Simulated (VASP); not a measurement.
Set up this calculation in VASP 6.6.1, as the native input.

```
Task                   : single point
Functional             : PBE
Potentials or basis    : VASP PAW PBE potentials, release 64 (Ga_d, N, H)
Cutoff                 : 520 eV
k mesh                 : 3 × 3 × 3
Occupations            : gaussian, width 0.02 eV
Spin                   : collinear spin
Starting moments       : [0.0, 0.0, 0.0, 0.0, 0.0, 0.0, 0.0, 0.0, 0.0, 0.0, 0.0, 0.0, 0.0, 0.0, 0.0, 0.0, 0.41] μB
Dipole correction      : no
Further INCAR settings : LREAL = Auto; ALGO = Normal; EDIFF = 1e-07; NBANDS = 90
```

The structure of Ga8HN8 (a cell with a defect) lies in POSCAR:

```
Ga8HN8
1.0
    0.0000000000      4.5484769755     -4.5484769755
    4.5484769755      4.5484769755      0.0000000000
    4.5484769755      0.0000000000     -4.5484769755
Ga N H
8 8 1
Direct
    0.0032407551     -0.0026062570      0.5010223229
    0.0046915704      0.4980580340      0.5006927621
    0.5047052040     -0.0085274698      0.5045954970
    0.5010579392      0.4978592861      0.5009482322
    0.0033028638     -0.0026487987      1.0031931621
    0.0002395307      0.5034616010      1.0001298291
    0.5011320300     -0.0026062570      1.0031310534
    0.5008024691      0.4980580340      1.0045818687
    0.1263386631      0.1256382088      0.1262289560
    0.1278931394      0.6230276673      0.1277834324
    0.6213285272      0.1263228336      0.1354665536
    0.6254308894      0.6230646028      0.1279454646
    0.1355762607      0.1263228336      0.6212188201
    0.1280551717      0.6230646028      0.6253211823
    0.6220296410      0.1260071235      0.6219199339
    0.6290474846      0.6175823281      0.6289375577
    0.8407444999     -0.0133183042      0.8406343531
```

One way to write it, as run:

INCAR

```
PREC = Accurate ; ENCUT = 520
EDIFF = 1E-7 ; ISMEAR = 0
SIGMA = 0.02 ; LREAL = Auto
LASPH = T ; NELM = 150
ALGO = Normal ; ISIF = 2
LWAVE = F ; LCHARG = F
ISPIN = 2 ; MAGMOM = 0 0 0 0 0 0 0 0 0 0 0 0 0 0 0 0 0.41
LORBIT = 11 ; GGA = PE
NBANDS = 90
```

KPOINTS

```
Automatic mesh
0
Gamma
  3 3 3
```

Potentials or basis: VASP PAW PBE potentials, release 64 (Ga_d, N, H).

Run with:

```bash
$ cat potpaw_PBE.64/Ga_d/POTCAR potpaw_PBE.64/N/POTCAR potpaw_PBE.64/H/POTCAR > POTCAR
$ mpirun -np 1 vasp_std > vasp.out
```

Results of the run:

```
Pressure                                              : 3.3 GPa
Largest force                                         : 0.469 eV/Å
Net moment                                            : 0.78 μB per cell
Site moments                                          : Ga +0.01, +0.02, +0.00 (each value once); N +0.00, +0.01, +0.09, +0.08, -0.00 (each value once); H +0.18 μB
Valence electrons inside the program's atomic spheres : Ga 11.81, 11.83, 11.88, 11.80 (each value once); N 3.72, 3.73 (each value once); H 0.53
```

Caveat: the k points lie up to 0.40 Å⁻¹ apart.

Wall time 14 min on 1 thread of Intel(R) Xeon(R) Platinum 8259CL CPU @ 2.50GHz (Skylake/Cascade Lake) (shared host), peak memory 0.53 GiB.
